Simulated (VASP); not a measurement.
# As (Pm-3m) in VASP: notebook, part 2 of 2

VASP 6.6.1. Earlier steps stand in the parts before.

### 4 Single point, PBE

INCAR reads:

```
PREC     = Accurate       # precision mode
ENCUT    = 520            # plane-wave cutoff, eV
EDIFF    = 1E-6           # SCF threshold, eV
ISMEAR   = 0              # smearing method
SIGMA    = 0.017          # smearing width, eV
LREAL    = F              # projectors in reciprocal space
LASPH    = T              # aspherical terms in the spheres
NELM     = 100            # most SCF steps
ALGO     = Normal         # electronic algorithm
ISIF     = 2              # what is computed and relaxed
LWAVE    = F              # write WAVECAR
LCHARG   = T              # write CHGCAR
GGA      = PE             # functional
LELF     = T              # ELF
LVHAR    = T            
NBANDS   = 8              # bands
```

KPOINTS reads:

```
Automatic mesh
0
Gamma
  10 10 10
```

POSCAR reads:

```
As
1.0
    2.7036817444      0.0000000000      0.0000000000
    0.0000000000      2.7036817444      0.0000000000
    0.0000000000      0.0000000000      2.7036817444
As
1
Direct
    0.5000000000      0.5000000000      0.5000000000
```

Potentials or basis: VASP PAW PBE potentials, release 64 (As).

On the command line:

```sh
cat potpaw_PBE.64/As/POTCAR > POTCAR
mpirun -np 1 vasp_std > vasp.out
```

OUTCAR:

```text
PREC = Accurate
   ENCUT = 520
   EDIFF = 1E-6
   ISMEAR = 0
   LREAL = F
   LASPH = T
   NELM = 100
   ISIF = 2
   GGA = PE

 ion  position               nearest neighbor table
   1  0.500  0.500  0.500-

  LATTYP: Found a simple cubic cell.
 ALAT       =     2.7036817444

  Lattice vectors:

 A1 = (   2.7036817444,   0.0000000000,   0.0000000000)
 A2 = (   0.0000000000,   2.7036817444,   0.0000000000)
 A3 = (   0.0000000000,   0.0000000000,   2.7036817444)

Analysis of symmetry for initial positions (statically):
=====================================================================
 Subroutine PRICEL returns:
 Original cell was already a primitive cell.

 Routine SETGRP: Setting up the symmetry group for a
 simple cubic supercell.

 Subroutine GETGRP returns: Found 48 space group operations
[... 9 lines left out ...]

 Routine SETGRP: Setting up the symmetry group for a
 simple cubic supercell.

 Subroutine GETGRP returns: Found 48 space group operations
[... 11 lines left out ...]
                                     Primitive cell

  volume of cell :      19.7636

  direct lattice vectors                    reciprocal lattice vectors
     2.703681744  0.000000000  0.000000000     0.369866018  0.000000000  0.000000000
     0.000000000  2.703681744  0.000000000     0.000000000  0.369866018  0.000000000
     0.000000000  0.000000000  2.703681744     0.000000000  0.000000000  0.369866018

  length of vectors
     2.703681744  2.703681744  2.703681744     0.369866018  0.369866018  0.369866018

  position of ions in fractional coordinates (direct lattice)
     0.500000000  0.500000000  0.500000000

  ion indices of the primitive-cell ions
   primitive index   ion index
                 1           1

----------------------------------------------------------------------------------------

 KPOINTS: Automatic mesh

[... 79 lines left out ...]
   NUPDOWN=      -1.0000    fix difference up-down
   EMIN   =  10.00;   EMAX   =-10.00  energy-range for DOS
   EFERMI =   0.00;   METHOD = LEGACY
   ISMEAR =     0;   SIGMA  =   0.02  broadening in eV -4-tet -1-fermi 0-gaus
   EFERMI_NEDOS =   21; number of points for ismear=-14 and -15
   IALGO  =     38    algorithm
   IMIX   =      4    mixing-type and parameters
     AMIX     =   0.40;   BMIX     =  1.00
     AMIX_MAG =   1.60;   BMIX_MAG =  1.00
  volume/ion in A,a.u.               =      19.76       133.37
  Fermi-wavevector in a.u.,A,eV,Ry     =   1.035403  1.956627 14.586243  1.072059
  Thomas-Fermi vector in A             =   2.169744
   LORBIT       =      0    0 simple, 1 ext, 2 COOP (PROOUT), +10 PAW based schemes
   GGA     = PE    functional components
   LHFCALC =     F    Hartree Fock is set to
   AEXX    =    0.0000 exact exchange contribution
   IVDW    =     0    specifies the selected vdW correction
   LEPSILON=     F    determine dielectric tensor
   LRPA    =     F    only Hartree local field effects (RPA)
 non-spin polarized calculation
 Gauss-broadening in eV      SIGMA  =   0.02
  energy-cutoff  :      520.00
  volume of cell :       19.76
 maximum number of plane-waves:       554
   NGX = 11   NGY = 11   NGZ = 11

 number of electron       5.0000001 magnetization

 Free energy of the ion-electron system (eV)
  ---------------------------------------------------
  ext. energy  EPLUGINS =         0.00000000
  ---------------------------------------------------
  free energy    TOTEN  =        -4.56746915 eV

  energy without entropy =       -4.56740179  energy(sigma->0) =       -4.56743547

 E-fermi :   5.9210     XC(G=0): -10.4292

 val. band max:        5.9051122793   @ k =   0.3000   0.3000   0.3000
 cond. band min:       5.9394753701   @ k =   0.2000   0.2000   0.0000
 fundamental gap:      0.0343630908
 Fermi energy:         5.9209968141

 k-point     1 :       0.0000    0.0000    0.0000
  band No.  band energies     occupation
      1      -9.0398      2.00000
      2      10.0960      0.00000
      3      10.0960      0.00000
      4      10.0960      0.00000
      5      14.4359      0.00000
      6      14.4359      0.00000
      7      16.5018      0.00000
      8      30.8538      0.00000
[... 243 lines left out ...]
 k-point    24 :       0.3000    0.1000    0.1000
  band No.  band energies     occupation
      1      -7.0912      2.00000
      2       2.5189      2.00000
      3       9.3904      0.00000
      4       9.8827      0.00000
      5      18.4683      0.00000
      6      18.4785      0.00000
      7      20.6551      0.00000
      8      21.4383      0.00000

 [... further k-points ...]
[... 5 lines left out ...]
  --------------------------------------------------------------------------------------
  -------------------------------------------------------------------------------------
  Total        0.3061917      0.3061917      0.3061917      0.0000000     -0.0000000      0.0000000
  in kB       24.8220327     24.8220327     24.8220327      0.0000000     -0.0000000      0.0000000
  external PRESSURE =      24.8220327 kB  Pullay stress =       0.0000000 kB

 VOLUME and BASIS-vectors are now :
 -----------------------------------------------------------------------------
  energy-cutoff  :      520.00
  volume of cell :       19.76
      direct lattice vectors                 reciprocal lattice vectors
     2.703681744  0.000000000  0.000000000     0.369866018  0.000000000  0.000000000
     0.000000000  2.703681744  0.000000000     0.000000000  0.369866018  0.000000000
     0.000000000  0.000000000  2.703681744     0.000000000  0.000000000  0.369866018

 POSITION                                       TOTAL-FORCE (eV/Angst)
 -----------------------------------------------------------------------------------
      1.35184      1.35184      1.35184         0.000000      0.000000      0.000000
 -----------------------------------------------------------------------------------
    total drift:                                0.000000      0.000000      0.000000

  FREE ENERGIE OF THE ION-ELECTRON SYSTEM (eV)
  ---------------------------------------------------
  free  energy   TOTEN  =        -4.5674691473 eV

  energy  without entropy=       -4.5674017872  energy(sigma->0) =       -4.56743547
```

stdout:

```text
POSCAR found type information on POSCAR As
 POSCAR found :  1 types and       1 ions
 scaLAPACK will be used
 LDA part: xc-table for (Slater+PW92), standard interpolation
 POSCAR, INCAR and KPOINTS ok, starting setup
 FFT: planning ... GRIDC
 FFT: planning ... GRID_SOFT
 FFT: planning ... GRID
 WAVECAR not read
 entering main loop
```

Wall time 5.5 s (1 thread of Intel Xeon Platinum 8488C (Sapphire Rapids), shared host); peak memory 0.12 GiB.

Results:

| Property | Result |
| --- | --- |
| Free energy | -4.5675 eV |
| Pressure | 2.5 GPa |

Levels at points of the mesh, in eV from the Fermi level:
| k point | band 1 | band 2 | band 3 | band 4 | band 5 | band 6 | band 7 |
| --- | --- | --- | --- | --- | --- | --- | --- |
| (0.00, 0.00, 0.00) | -14.96 | 4.18 | 4.18 | 4.18 | 8.51 | 8.51 | 10.58 |
| (0.50, 0.00, 0.00) | -11.82 | -6.92 | 6.47 | 6.47 | 11.19 | 14.15 | 14.77 |
| (0.50, 0.50, 0.00) | -8.53 | -4.25 | -4.25 | 2.53 | 8.64 | 16.48 | 17.47 |
| (0.50, 0.50, 0.50) | -4.90 | -1.81 | -1.81 | -1.81 | 5.96 | 5.96 | 5.96 |

### 5 Single point, PBE

INCAR reads:

```
PREC = Accurate
ENCUT = 520
EDIFF = 1E-6
ISMEAR = 0
SIGMA = 0.018000000000000002
LREAL = F
LASPH = T
NELM = 60
ALGO = Normal
ISIF = 2
LWAVE = F
LCHARG = T
GGA = PE
LELF = T
LVHAR = T
NBANDS = 8
```

KPOINTS reads:

```
regular mesh
0
Gamma
  10 10 10
```

POSCAR is that of step 4.

On the command line:

```sh
cat potpaw_PBE.64/As/POTCAR > POTCAR
mpirun -np 1 vasp_std > vasp.out
```

Run time: 5.3 s. Hardware: 1 thread of Intel Xeon Platinum 8488C (Sapphire Rapids), shared host; peak memory 0.12 GiB.

The run converged. Its results:

| Quantity | Value |
| --- | --- |
| Free energy | -4.5675 eV |
| Pressure | 2.5 GPa |

Levels at points of the mesh, in eV from the Fermi level:
| k point | band 1 | band 2 | band 3 | band 4 | band 5 | band 6 | band 7 |
| --- | --- | --- | --- | --- | --- | --- | --- |
| (0.00, 0.00, 0.00) | -14.96 | 4.18 | 4.18 | 4.18 | 8.52 | 8.52 | 10.58 |
| (0.50, 0.00, 0.00) | -11.82 | -6.92 | 6.47 | 6.47 | 11.19 | 14.15 | 14.77 |
| (0.50, 0.50, 0.00) | -8.53 | -4.25 | -4.25 | 2.53 | 8.64 | 16.48 | 17.47 |
| (0.50, 0.50, 0.50) | -4.90 | -1.80 | -1.80 | -1.80 | 5.96 | 5.96 | 5.96 |

### 6 Summary

| smearing | gap on the mesh (eV) | pressure (GPa) |
| --- | --- | --- |
| gaussian 0.015 eV | none | 2.5 |
| gaussian 0.016 eV | none | 2.5 |
| gaussian 0.017 eV | none | 2.5 |
| gaussian 0.018 eV | none | 2.5 |

Alike in all rows: task single point; level PBE; potentials or basis VASP PAW PBE potentials, release 64 (As); no spin polarisation; cell as given; k mesh 10 × 10 × 10; cutoff (eV) 520.

Every run on the cell as given and a fine mesh finds a metal.

Absolute energies hang on the potentials; compare differences alone.
